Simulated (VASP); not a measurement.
Write the native input for VASP 6.6.1 that does the following.

```
Task                   : single point
Functional             : PBEsol
Potentials or basis    : VASP PAW PBE potentials, release 64 (Li_sv, Ti_sv, Cl)
Cutoff                 : 520 eV
k mesh                 : 4 × 4 × 4
Occupations            : fermi-dirac, width 0.03 eV
Spin                   : no spin polarisation
Dipole correction      : no
Further INCAR settings : ALGO = Normal; EDIFF = 1e-07; NBANDS = 34
```

The structure of LiTiCl5 lies in POSCAR:

```
LiTiCl5
1.0
    4.1187193250      0.0000000000      0.0000000000
    0.0000000000      4.1187193250      0.0000000000
    0.0000000000      0.0000000000      8.8711207995
Li Ti Cl
1 1 5
Direct
    0.5000000000      0.5000000000      0.0000000000
    0.0000000000      0.0000000000      0.5000000000
    0.0000000000      0.5000000000      0.3365520697
    0.0000000000      0.5000000000      0.6634479303
    0.5000000000      0.0000000000      0.3365520697
    0.5000000000      0.0000000000      0.6634479303
    0.0000000000      0.0000000000      0.0000000000
```

These files were run (other wordings do the same):

INCAR

```
SYSTEM = LiTiCl5
ALGO     = Normal         ! electronic algorithm
EDIFF    = 1E-7           ! SCF threshold, eV
ENCUT    = 520            ! plane-wave cutoff, eV
GGA      = PS             ! functional
ISIF     = 2              ! what is computed and relaxed
ISMEAR   = -1             ! smearing method
LASPH    = .True.         ! aspherical terms in the spheres
LCHARG   = .False.        ! write CHGCAR
LREAL    = .False.        ! projectors in reciprocal space
LWAVE    = .False.        ! write WAVECAR
NBANDS   = 34             ! bands
NELM     = 100            ! most SCF steps
PREC     = Accurate       ! precision mode
SIGMA    = 0.03           ! smearing width, eV
```

KPOINTS

```
k-points
0
Gamma
  4 4 4
  0 0 0
```

Potentials or basis: VASP PAW PBE potentials, release 64 (Li_sv, Ti_sv, Cl).

Launch:

```sh
$ cat potpaw_PBE.64/Li_sv/POTCAR potpaw_PBE.64/Ti_sv/POTCAR potpaw_PBE.64/Cl/POTCAR > POTCAR
$ mpirun -np 1 vasp_std > vasp.out
```

Results of the run:

```yaml
Largest_force: 0.006 eV/Å
Band_gap_on_the_k_mesh: zero (bands 25 and 26 overlap by 0.18 eV)
```

Caveat: the k points lie up to 0.38 Å⁻¹ apart; the PAW data sets were made with another functional, which shifts forces and pressure a little; semilocal functionals often make such compounds metallic where correlation or magnetic order opens a gap, which also shifts bond lengths.

It took 48 s on 1 thread of Intel(R) Xeon(R) 6975P-C (Granite Rapids), on a shared host, peak memory 0.29 GiB.
